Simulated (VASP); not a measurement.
# SnTe in VASP: a series of runs, part 2 of 2

VASP 6.6.1.

### 4 Single point, r2SCAN, non-collinear spin, zero start, spin-orbit coupling (uniaxial z strain +1.0%)

POSCAR

```
SnTe
1.0
    0.0000000000      3.1893303454      3.2212236489
    3.1893303454      0.0000000000      3.2212236489
    3.1893303454      3.1893303454      0.0000000000
Sn Te
1 1
Direct
    0.0000000000      0.0000000000      0.0000000000
    0.5000000000      0.5000000000      0.5000000000
```

INCAR.step1

```
PREC     = Accurate       # precision mode
ENCUT    = 520            # plane-wave cutoff, eV
ISMEAR   = -1             # smearing method
SIGMA    = 0.02           # smearing width, eV
LREAL    = F              # projectors in reciprocal space
LASPH    = T              # aspherical terms in the spheres
NELM     = 150            # most SCF steps
LNONCOLLINEAR= T              # non-collinear magnetism
MAGMOM   = 0 0 0 0 0 0    # initial moments
LSORBIT  = T              # spin-orbit coupling
GGA_COMPAT= F            
NBANDS   = 32             # bands
GGA      = PE             # functional
ALGO     = Normal         # electronic algorithm
EDIFF    = 1E-4           # SCF threshold, eV
LWAVE    = T              # write WAVECAR
LCHARG   = F              # write CHGCAR
```

INCAR.step2

```
PREC     = Accurate       # precision mode
ENCUT    = 520            # plane-wave cutoff, eV
EDIFF    = 1E-6           # SCF threshold, eV
ISMEAR   = -1             # smearing method
SIGMA    = 0.02           # smearing width, eV
LREAL    = F              # projectors in reciprocal space
LASPH    = T              # aspherical terms in the spheres
NELM     = 150            # most SCF steps
ALGO     = Normal         # electronic algorithm
ISIF     = 2              # what is computed and relaxed
LWAVE    = F              # write WAVECAR
LCHARG   = T              # write CHGCAR
LNONCOLLINEAR= T              # non-collinear magnetism
MAGMOM   = 0 0 0 0 0 0    # initial moments
LORBIT   = 11             # projections on sites
LSORBIT  = T              # spin-orbit coupling
GGA_COMPAT= F            
LORBMOM  = T            
METAGGA  = R2SCAN         # meta-GGA
LMIXTAU  = T            
LVHAR    = T            
NBANDS   = 32             # bands
ISTART   = 1
```

KPOINTS

```
Automatic mesh
0
Gamma
  8 8 8
```

Potentials or basis: VASP PAW PBE potentials, release 64 (Sn_d, Te).

Started as:

```console
$ cat potpaw_PBE.64/Sn_d/POTCAR potpaw_PBE.64/Te/POTCAR > POTCAR
$ cp INCAR.step1 INCAR
$ mpirun -np 1 vasp_ncl > vasp.out
$ cp INCAR.step2 INCAR
$ mpirun -np 1 vasp_ncl > vasp.out
```

OUTCAR:

```text
PREC = Accurate
   ENCUT = 520
   EDIFF = 1E-6
   ISMEAR = -1
   LREAL = F
   LASPH = T
   NELM = 150
   ISIF = 2
   LNONCOLLINEAR = T
   LORBIT = 11
   LSORBIT = T
   METAGGA = R2SCAN
   ISTART = 1

 ion  position               nearest neighbor table
   1  0.000  0.000  0.000-   2 3.19   2 3.19   2 3.19   2 3.19   2 3.22   2 3.22
   2  0.500  0.500  0.500-   1 3.19   1 3.19   1 3.19   1 3.19   1 3.22   1 3.22

  LATTYP: Found a body centered tetragonal cell.
 ALAT       =     4.5103942294
 C/A-ratio  =     1.4283556980

  Lattice vectors:

 A1 = (  -3.1893303454,   0.0000000000,   3.2212236489)
 A2 = (   3.1893303454,   0.0000000000,   3.2212236489)
 A3 = (   0.0000000000,   3.1893303454,  -3.2212236489)

Analysis of symmetry for initial positions (statically):
=====================================================================
 Subroutine PRICEL returns:
 Original cell was already a primitive cell.

 Routine SETGRP: Setting up the symmetry group for a
 body centered tetragonal supercell.

 Subroutine GETGRP returns: Found 16 space group operations
 (whereof 16 operations were pure point group operations)
 out of a pool of 16 trial point group operations.

The static configuration has the point symmetry D_4h.

Analysis of symmetry for dynamics (positions and initial velocities):
=====================================================================
 Subroutine PRICEL returns:
 Original cell was already a primitive cell.

 Routine SETGRP: Setting up the symmetry group for a
 body centered tetragonal supercell.

 Subroutine GETGRP returns: Found 16 space group operations
 (whereof 16 operations were pure point group operations)
 out of a pool of 16 trial point group operations.

The dynamic configuration has the point symmetry D_4h.

Analysis of structural, dynamic, and magnetic symmetry:
=====================================================================
 Subroutine PRICEL returns:
 Original cell was already a primitive cell.

 Routine SETGRP: Setting up the symmetry group for a
 body centered tetragonal supercell.

 Subroutine GETGRP returns: Found 16 space group operations
 (whereof 16 operations were pure point group operations)
 out of a pool of 16 trial point group operations.

The overall configuration has the point symmetry D_4h.

 Subroutine INISYM returns: Found 16 space group operations
 (whereof 16 operations are pure point group operations),
 and found     1 'primitive' translations

----------------------------------------------------------------------------------------

                                     Primitive cell

  volume of cell :      65.5315

  direct lattice vectors                    reciprocal lattice vectors
     0.000000000  3.189330345  3.221223649    -0.156772722  0.156772722  0.155220517
     3.189330345  0.000000000  3.221223649     0.156772722 -0.156772722  0.155220517
     3.189330345  3.189330345  0.000000000     0.156772722  0.156772722 -0.155220517

  length of vectors
[... 975 lines left out ...]
     31      14.6679      0.00000
     32      14.6679      0.00000

 [... further k-points ...]
[... 5 lines left out ...]
  --------------------------------------------------------------------------------------
  -------------------------------------------------------------------------------------
  Total       -0.0873652     -0.0873652     -0.5291449      0.0000000      0.0000000      0.0000000
  in kB       -2.1359890     -2.1359890    -12.9370526      0.0000000      0.0000000      0.0000000
  external PRESSURE =      -5.7363436 kB  Pullay stress =       0.0000000 kB

 VOLUME and BASIS-vectors are now :
 -----------------------------------------------------------------------------
  energy-cutoff  :      520.00
  volume of cell :       65.53
      direct lattice vectors                 reciprocal lattice vectors
     0.000000000  3.189330345  3.221223649    -0.156772722  0.156772722  0.155220517
     3.189330345  0.000000000  3.221223649     0.156772722 -0.156772722  0.155220517
     3.189330345  3.189330345  0.000000000     0.156772722  0.156772722 -0.155220517

 POSITION                                       TOTAL-FORCE (eV/Angst)
 -----------------------------------------------------------------------------------
      0.00000      0.00000      0.00000         0.000000     -0.000000     -0.000000
      3.18933      3.18933      3.22122        -0.000000      0.000000      0.000000
 -----------------------------------------------------------------------------------
    total drift:                               -0.000000      0.000000      0.000000

  FREE ENERGIE OF THE ION-ELECTRON SYSTEM (eV)
  ---------------------------------------------------
  free  energy   TOTEN  =       -50.8211120262 eV

  energy  without entropy=      -50.8207567792  energy(sigma->0) =      -50.82093440

 orbital moment (x)

 # of ion     p       d       tot
 ----------------------------------------
  1         0.000  -0.000   0.000
  2         0.000  -0.000   0.000
 ----------------------------------------
            0.000  -0.000   0.000

 orbital moment (y)

 # of ion     p       d       tot
 ----------------------------------------
  1        -0.000  -0.000  -0.000
  2        -0.000  -0.000  -0.000
 ----------------------------------------
           -0.000  -0.000  -0.000

 orbital moment (z)

 # of ion     p       d       tot
 ----------------------------------------
  1         0.000   0.000   0.000
  2         0.000   0.000   0.000
 ----------------------------------------
            0.000   0.000   0.000

 Spin-Orbit-Coupling matrix elements

 Ion:    1  E_soc:     -0.0905372
 l=   1
     0.0000000    -0.0090906    -0.0090812
    -0.0090906     0.0000000    -0.0090906
    -0.0090812    -0.0090906     0.0000000
 l=   2
     0.0000000    -0.0011896     0.0000000    -0.0011896    -0.0048130
    -0.0011896     0.0000000    -0.0036090    -0.0011899    -0.0012031
     0.0000000    -0.0036090     0.0000000    -0.0036090     0.0000000
    -0.0011896    -0.0011899    -0.0036090     0.0000000    -0.0012031
    -0.0048130    -0.0012031     0.0000000    -0.0012031     0.0000000
 l=   3
     0.0000000     0.0000000     0.0000000     0.0000000     0.0000000     0.0000000     0.0000000
     0.0000000     0.0000000     0.0000000     0.0000000     0.0000000     0.0000000     0.0000000
     0.0000000     0.0000000     0.0000000     0.0000000     0.0000000     0.0000000     0.0000000
     0.0000000     0.0000000     0.0000000     0.0000000     0.0000000     0.0000000     0.0000000
     0.0000000     0.0000000     0.0000000     0.0000000     0.0000000     0.0000000     0.0000000
     0.0000000     0.0000000     0.0000000     0.0000000     0.0000000     0.0000000     0.0000000
     0.0000000     0.0000000     0.0000000     0.0000000     0.0000000     0.0000000     0.0000000

 Ion:    2  E_soc:     -0.1906833
 l=   1
     0.0000000    -0.0318029    -0.0317270
    -0.0318029     0.0000000    -0.0318029
    -0.0317270    -0.0318029     0.0000000
 l=   2
     0.0000000    -0.0000104     0.0000000    -0.0000104     0.0000058
    -0.0000104     0.0000000     0.0000063    -0.0000095     0.0000015
     0.0000000     0.0000063     0.0000000     0.0000063     0.0000000
    -0.0000104    -0.0000095     0.0000063     0.0000000     0.0000015
     0.0000058     0.0000015     0.0000000     0.0000015     0.0000000
 l=   3
     0.0000000     0.0000000     0.0000000     0.0000000     0.0000000     0.0000000     0.0000000
     0.0000000     0.0000000     0.0000000     0.0000000     0.0000000     0.0000000     0.0000000
     0.0000000     0.0000000     0.0000000     0.0000000     0.0000000     0.0000000     0.0000000
     0.0000000     0.0000000     0.0000000     0.0000000     0.0000000     0.0000000     0.0000000
     0.0000000     0.0000000     0.0000000     0.0000000     0.0000000     0.0000000     0.0000000
     0.0000000     0.0000000     0.0000000     0.0000000     0.0000000     0.0000000     0.0000000
     0.0000000     0.0000000     0.0000000     0.0000000     0.0000000     0.0000000     0.0000000

 total charge

# of ion       s       p       d       tot
------------------------------------------
    1        1.347   0.725   9.976  12.048
    2        1.382   1.997   0.027   3.406
--------------------------------------------------
tot          2.729   2.722  10.003  15.454

 magnetization (x)

# of ion       s       p       d       tot
------------------------------------------
    1        0.000   0.000   0.000   0.000
    2       -0.000   0.000  -0.000  -0.000
--------------------------------------------------
tot         -0.000   0.000  -0.000  -0.000

 magnetization (y)

# of ion       s       p       d       tot
------------------------------------------
    1        0.000  -0.000   0.000  -0.000
    2        0.000  -0.000   0.000   0.000
--------------------------------------------------
tot          0.000  -0.000   0.000   0.000

 magnetization (z)

# of ion       s       p       d       tot
------------------------------------------
    1        0.000   0.000   0.000   0.000
    2       -0.000   0.000   0.000   0.000
--------------------------------------------------
tot         -0.000   0.000   0.000   0.000
```

Wall time 11 min (1 thread of Intel Xeon 6975P-C (Granite Rapids), shared host); peak memory 0.58 GiB.

Results:

```
Free energy                                           : -50.8211 eV
Pressure                                              : -0.6 GPa
Net moment                                            : 0.00 μB per cell
Valence electrons inside the program's atomic spheres : Sn 12.05; Te 3.41
```

Moments on the atoms (μB; x, y, z):
```
Sn  0.00 0.00 0.00
Te  0.00 0.00 0.00
```

Caveat: the cell differs from its parent crystal (uniaxial z strain +1.0%); the PAW data sets were made with another functional, which shifts forces and pressure a little.

### 5 The runs side by side

```tsv
spin	cell	pressure (GPa)	moment (μB)
off	a = 4.533, b = 4.533, c = 4.510 Å, angles 60.2, 60.2, 59.7°, 2 atoms	-0.5	-
non-collinear, zero start, SOC	a = 4.510 Å, angles 60.0°, 2 atoms	-0.2	0.00
non-collinear, zero start, SOC	a = 4.533, b = 4.533, c = 4.510 Å, angles 60.2, 60.2, 59.7°, 2 atoms	-0.6	0.00
```

Alike in all rows: task single point; level r2SCAN; potentials or basis VASP PAW PBE potentials, release 64 (Sn_d, Te); k mesh 8 × 8 × 8; cutoff (eV) 520; smearing fermi-dirac 0.02 eV.

Caveats: the PAW data sets were made with another functional, which shifts forces and pressure a little.

Total energies depend on the potentials used, so only differences within one code and one set of settings carry meaning.
